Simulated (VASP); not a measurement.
# Nb3CdB (Pm-3m) in VASP: single point with PBE

Aim: the single point of Nb3CdB with PBE.

All numbers are computed with VASP 6.6.1; they aren't measurements. Logs are shortened: lines on timing, memory, paths and dates and some standing lists are left out, and cuts for length are marked.

## 1. The cell of the first run

The structure is cubic, space group Pm-3m (No. 221). Conventional cell: a = 4.405 Å, b = 4.405 Å, c = 4.405 Å, α = 90.00°, β = 90.00°, γ = 90.00°. Nb (site symmetry 4/mmm) has 2 B at 2.20 Å within 2.9 Å. Cd (site symmetry m-3m) has 12 Nb at 3.11 Å and 8 B at 3.81 Å within 4.1 Å. B (site symmetry m-3m) has 6 Nb at 2.20 Å within 2.9 Å.

The cell was generated, and may not be a known phase.

## 2. Single point, PBE, collinear spin

INCAR reads:

```
SYSTEM = Nb3CdB
PREC = Accurate
ENCUT = 500
EDIFF = 1E-6
ISMEAR = 0
SIGMA = 0.1
LREAL = .FALSE.
LASPH = .TRUE.
NELM = 200
ALGO = Normal
ISIF = 2
LWAVE = .FALSE.
LCHARG = .FALSE.
ISPIN = 2
MAGMOM = 1 1 1 0 0
LORBIT = 11
LMAXMIX = 4
GGA = PE
NBANDS = 39
GGA_COMPAT = .FALSE.
```

KPOINTS reads:

```
Automatic mesh
0
G
  4 4 4
  0 0 0
```

POSCAR reads:

```
Nb3CdB
1.0
    4.4048436994      0.0000000000      0.0000000000
    0.0000000000      4.4048436994      0.0000000000
    0.0000000000      0.0000000000      4.4048436994
Nb Cd B
3 1 1
Direct
    0.0000000000      0.0000000000      0.5000000000
    0.5000000000      0.0000000000      0.0000000000
    0.0000000000      0.5000000000      0.0000000000
    0.5000000000      0.5000000000      0.5000000000
    0.0000000000      0.0000000000      0.0000000000
```

Potentials or basis: VASP PAW PBE potentials, release 64 (Nb_sv, Cd, B).

Command:

```console
> cat potpaw_PBE.64/Nb_sv/POTCAR potpaw_PBE.64/Cd/POTCAR potpaw_PBE.64/B/POTCAR > POTCAR
> mpirun -np 1 vasp_std > vasp.out
```

OUTCAR:

```text
SYSTEM = Nb3CdB
   PREC = Accurate
   ENCUT = 500
   EDIFF = 1E-6
   ISMEAR = 0
   LREAL = .FALSE.
   LASPH = .TRUE.
   NELM = 200
   ISIF = 2
   ISPIN = 2
   LORBIT = 11
   GGA = PE

 ion  position               nearest neighbor table
   1  0.000  0.000  0.500-   5 2.20   5 2.20   4 3.11   4 3.11   4 3.11   4 3.11
   2  0.500  0.000  0.000-   5 2.20   5 2.20   4 3.11   4 3.11   4 3.11   4 3.11
   3  0.000  0.500  0.000-   5 2.20   5 2.20   4 3.11   4 3.11   4 3.11   4 3.11
   4  0.500  0.500  0.500-   1 3.11   2 3.11   3 3.11   2 3.11   3 3.11   1 3.11   2 3.11   2 3.11
                             1 3.11   3 3.11   3 3.11   1 3.11
   5  0.000  0.000  0.000-   1 2.20   2 2.20   3 2.20   1 2.20   3 2.20   2 2.20

  LATTYP: Found a simple cubic cell.
 ALAT       =     4.4048436994

  Lattice vectors:

 A1 = (   4.4048436994,   0.0000000000,   0.0000000000)
 A2 = (   0.0000000000,   4.4048436994,   0.0000000000)
 A3 = (   0.0000000000,   0.0000000000,   4.4048436994)

Analysis of symmetry for initial positions (statically):
=====================================================================
 Subroutine PRICEL returns:
 Original cell was already a primitive cell.

 Routine SETGRP: Setting up the symmetry group for a
 simple cubic supercell.

 Subroutine GETGRP returns: Found 48 space group operations
 (whereof 48 operations were pure point group operations)
 out of a pool of 48 trial point group operations.

The static configuration has the point symmetry O_h .

Analysis of symmetry for dynamics (positions and initial velocities):
=====================================================================
 Subroutine PRICEL returns:
 Original cell was already a primitive cell.

 Routine SETGRP: Setting up the symmetry group for a
 simple cubic supercell.

 Subroutine GETGRP returns: Found 48 space group operations
 (whereof 48 operations were pure point group operations)
 out of a pool of 48 trial point group operations.

The dynamic configuration has the point symmetry O_h .

Analysis of structural, dynamic, and magnetic symmetry:
=====================================================================
 Subroutine PRICEL returns:
 Original cell was already a primitive cell.

 Routine SETGRP: Setting up the symmetry group for a
 simple cubic supercell.

 Subroutine GETGRP returns: Found 48 space group operations
 (whereof 48 operations were pure point group operations)
 out of a pool of 48 trial point group operations.

The overall configuration has the point symmetry O_h .

 Subroutine INISYM returns: Found 48 space group operations
 (whereof 48 operations are pure point group operations),
 and found     1 'primitive' translations

----------------------------------------------------------------------------------------

                                     Primitive cell

  volume of cell :      85.4656

  direct lattice vectors                    reciprocal lattice vectors
     4.404843699  0.000000000  0.000000000     0.227022811  0.000000000  0.000000000
     0.000000000  4.404843699  0.000000000     0.000000000  0.227022811  0.000000000
     0.000000000  0.000000000  4.404843699     0.000000000  0.000000000  0.227022811

  length of vectors
     4.404843699  4.404843699  4.404843699     0.227022811  0.227022811  0.227022811

  position of ions in fractional coordinates (direct lattice)
     0.000000000  0.000000000  0.500000000
     0.500000000  0.000000000  0.000000000
     0.000000000  0.500000000  0.000000000
     0.500000000  0.500000000  0.500000000
     0.000000000  0.000000000  0.000000000

  ion indices of the primitive-cell ions
   primitive index   ion index
                 1           1
                 2           2
                 3           3
                 4           4
                 5           5

[... 25 lines left out ...]

 Following reciprocal coordinates:
            Coordinates               Weight
  0.000000  0.000000  0.000000      1.000000
  0.250000  0.000000  0.000000      6.000000
  0.500000  0.000000  0.000000      3.000000
  0.250000  0.250000  0.000000     12.000000
  0.500000  0.250000  0.000000     12.000000
  0.500000  0.500000  0.000000      3.000000
  0.250000  0.250000  0.250000      8.000000
  0.500000  0.250000  0.250000     12.000000
  0.500000  0.500000  0.250000      6.000000
  0.500000  0.500000  0.500000      1.000000
   k-points           NKPTS =     10   k-points in BZ     NKDIM =     10   number of bands    NBANDS=     39
   number of dos      NEDOS =    301   number of ions     NIONS =      5
   total plane-waves  NPLWV =  32768
   dimension x,y,z NGX =    32 NGY =   32 NGZ =   32
   dimension x,y,z NGXF=    64 NGYF=   64 NGZF=   64
   ions per type =               3   1   1
   NGX,Y,Z   is equivalent  to a cutoff of  12.08, 12.08, 12.08 a.u.
   NGXF,Y,Z  is equivalent  to a cutoff of  24.15, 24.15, 24.15 a.u.
 SYSTEM =  Nb3CdB
   PREC   = accura    normal or accurate (medium, high low for compatibility)
   ISTART =      0    job   : 0-new  1-cont  2-samecut
   ICHARG =      2    charge: 1-file 2-atom 10-const
   ISPIN  =      2    spin polarized calculation?
   LNONCOLLINEAR =      F non collinear calculations
   LSORBIT =      F    spin-orbit coupling
   LASPH  =      T    aspherical Exc in radial PAW
   ENCUT  =  500.0 eV  36.75 Ry    6.06 a.u.   8.03  8.03  8.03*2*pi/ulx,y,z
   NELM   =    200;   NELMIN=  2; NELMDL= -5     # of ELM steps
   EDIFF  = 0.1E-05   stopping-criterion for ELM
   LREAL  =      F    real-space projection
   EDIFFG = 0.1E-04   stopping-criterion for IOM
   NSW    =      0    number of steps for IOM
   IBRION =     -1    ionic relax: 0-MD 1-quasi-New 2-CG
   NFREE  =      0    steps in history (QN), initial steepest desc. (CG)
   ISIF   =      2    stress and relaxation
   ISYM   =      2    0-nonsym 1-usesym 2-fastsym
   POTIM  = 0.5000    time-step for ionic-motion
   TEBEG  =    0.0;   TEEND  =   0.0 temperature during run
   PSTRESS=    0.0 pullay stress
   NELECT =      54.0000    total number of electrons
   NUPDOWN=      -1.0000    fix difference up-down
   EMIN   =  10.00;   EMAX   =-10.00  energy-range for DOS
   EFERMI =   0.00;   METHOD = LEGACY
   ISMEAR =     0;   SIGMA  =   0.10  broadening in eV -4-tet -1-fermi 0-gaus
   EFERMI_NEDOS =   21; number of points for ismear=-14 and -15
   IALGO  =     38    algorithm
   IMIX   =      4    mixing-type and parameters
     AMIX     =   0.40;   BMIX     =  1.00
     AMIX_MAG =   1.60;   BMIX_MAG =  1.00
  volume/ion in A,a.u.               =      17.09       115.35
  Fermi-wavevector in a.u.,A,eV,Ry     =   1.404782  2.654653 26.849904  1.973412
  Thomas-Fermi vector in A             =   2.527309
   LORBIT       =     11    0 simple, 1 ext, 2 COOP (PROOUT), +10 PAW based schemes
   GGA     = PE    functional components
   LHFCALC =     F    Hartree Fock is set to
   AEXX    =    0.0000 exact exchange contribution
   IVDW    =     0    specifies the selected vdW correction
   LEPSILON=     F    determine dielectric tensor
   LRPA    =     F    only Hartree local field effects (RPA)
 spin polarized calculation
 Gauss-broadening in eV      SIGMA  =   0.10
  energy-cutoff  :      500.00
  volume of cell :       85.47
 maximum number of plane-waves:      2178
   NGX = 17   NGY = 17   NGZ = 17

 number of electron      53.9999990 magnetization      -0.0027405

 number of electron      53.9999990 magnetization       0.0002343

 Free energy of the ion-electron system (eV)
  ---------------------------------------------------
  ext. energy  EPLUGINS =         0.00000000
  ---------------------------------------------------
  free energy    TOTEN  =       -38.06229192 eV

  energy without entropy =      -38.05037351  energy(sigma->0) =      -38.05633271

 E-fermi :   8.2455     XC(G=0): -11.9110

 val. band max:        8.1912473368   @ k =   0.5000   0.5000   0.0000
 cond. band min:       8.2971434062   @ k =   0.5000   0.5000   0.0000
 fundamental gap:      0.1058960693
 Fermi energy:         8.2454958648

 spin component 1

 k-point     1 :       0.0000    0.0000    0.0000
  band No.  band energies     occupation
      1     -46.6798      1.00000
      2     -46.5607      1.00000
      3     -46.5607      1.00000
      4     -22.9810      1.00000
      5     -22.9810      1.00000
      6     -22.9810      1.00000
[... 409 lines left out ...]
     38      14.8555      0.00000
     39      14.8555      0.00000
 Fermi energy:         8.2454958648

 spin component 2

 k-point     1 :       0.0000    0.0000    0.0000
  band No.  band energies     occupation
      1     -46.6797      1.00000
      2     -46.5606      1.00000
      3     -46.5606      1.00000
      4     -22.9809      1.00000
      5     -22.9809      1.00000
      6     -22.9809      1.00000
[... 409 lines left out ...]
     38      14.8557      0.00000
     39      14.8557      0.00000

------------------------ aborting loop because EDIFF is reached ----------------------------------------

  FORCE on cell =-STRESS in cart. coord.  units (eV):
  Direction    XX          YY          ZZ          XY          YZ          ZX
  --------------------------------------------------------------------------------------
  -------------------------------------------------------------------------------------
  Total       -0.1001236     -0.1001236     -0.1001236      0.0000000     -0.0000000      0.0000000
  in kB       -1.8769631     -1.8769631     -1.8769631      0.0000000     -0.0000000      0.0000000
  external PRESSURE =      -1.8769631 kB  Pullay stress =       0.0000000 kB

 VOLUME and BASIS-vectors are now :
 -----------------------------------------------------------------------------
  energy-cutoff  :      500.00
  volume of cell :       85.47
      direct lattice vectors                 reciprocal lattice vectors
     4.404843699  0.000000000  0.000000000     0.227022811  0.000000000  0.000000000
     0.000000000  4.404843699  0.000000000     0.000000000  0.227022811  0.000000000
     0.000000000  0.000000000  4.404843699     0.000000000  0.000000000  0.227022811

 POSITION                                       TOTAL-FORCE (eV/Angst)
 -----------------------------------------------------------------------------------
      0.00000      0.00000      2.20242         0.000000      0.000000      0.000000
      2.20242      0.00000      0.00000         0.000000      0.000000      0.000000
      0.00000      2.20242      0.00000         0.000000      0.000000      0.000000
      2.20242      2.20242      2.20242         0.000000      0.000000      0.000000
      0.00000      0.00000      0.00000         0.000000      0.000000      0.000000
 -----------------------------------------------------------------------------------
    total drift:                                0.000000      0.000000     -0.000000

  FREE ENERGIE OF THE ION-ELECTRON SYSTEM (eV)
  ---------------------------------------------------
  free  energy   TOTEN  =       -38.0622919189 eV

  energy  without entropy=      -38.0503735089  energy(sigma->0) =      -38.05633271

 total charge

# of ion       s       p       d       tot
------------------------------------------
    1        2.175   6.025   2.393  10.593
    2        2.175   6.025   2.393  10.593
    3        2.175   6.025   2.393  10.593
    4        0.523   0.452   9.420  10.395
    5        0.797   1.255   0.000   2.052
--------------------------------------------------
tot          7.847  19.782  16.599  44.228

 magnetization (x)

# of ion       s       p       d       tot
------------------------------------------
    1        0.000   0.000   0.000   0.000
    2        0.000   0.000   0.000   0.000
    3        0.000   0.000   0.000   0.000
    4       -0.000  -0.000   0.000  -0.000
    5       -0.000  -0.000   0.000  -0.000
--------------------------------------------------
tot         -0.000  -0.000   0.000   0.000
```

Wall time 46 s (1 thread of AMD EPYC 7R13 (Zen 3), shared host); peak memory 0.2 GiB.

What came out:

| Quantity | Value |
| --- | --- |
| Free energy | -38.0623 eV |
| Pressure | -0.2 GPa |
| Band gap on the k mesh | zero (filled and empty bands overlap) |
| Net moment | 0.00 μB per cell |
| Valence electrons inside the program's atomic spheres | Nb 10.59; Cd 10.39; B 2.05 |

Levels at points of the mesh, in eV from the Fermi level:
Spin up:
| k point | band 24 | band 25 | band 26 | band 27 | band 28 | band 29 | band 30 | band 31 |
| --- | --- | --- | --- | --- | --- | --- | --- | --- |
| (0.00, 0.00, 0.00) | -1.63 | -0.06 | -0.06 | -0.06 | 1.64 | 1.64 | 1.64 | 2.31 |
| (0.50, 0.00, 0.00) | -1.62 | -1.59 | -1.59 | -0.29 | 0.38 | 1.04 | 1.40 | 1.40 |
| (0.50, 0.50, 0.00) | -1.95 | -1.68 | -0.05 | -0.05 | 0.05 | 0.05 | 1.11 | 1.58 |
| (0.50, 0.50, 0.50) | -0.21 | -0.21 | -0.10 | -0.10 | -0.10 | 0.42 | 0.42 | 0.42 |
Spin down:
```
           k point  band 25  band 26  band 27  band 28  band 29  band 30
(0.00, 0.00, 0.00)    -0.06    -0.06    -0.06     1.64     1.64     1.64
(0.50, 0.00, 0.00)    -1.59    -1.59    -0.29     0.38     1.04     1.40
(0.50, 0.50, 0.00)    -1.68    -0.05    -0.05     0.05     0.05     1.11
(0.50, 0.50, 0.50)    -0.21    -0.10    -0.10    -0.10     0.42     0.42
```

The gap in the log of VASP goes by the Fermi energy; the results here count the filled bands.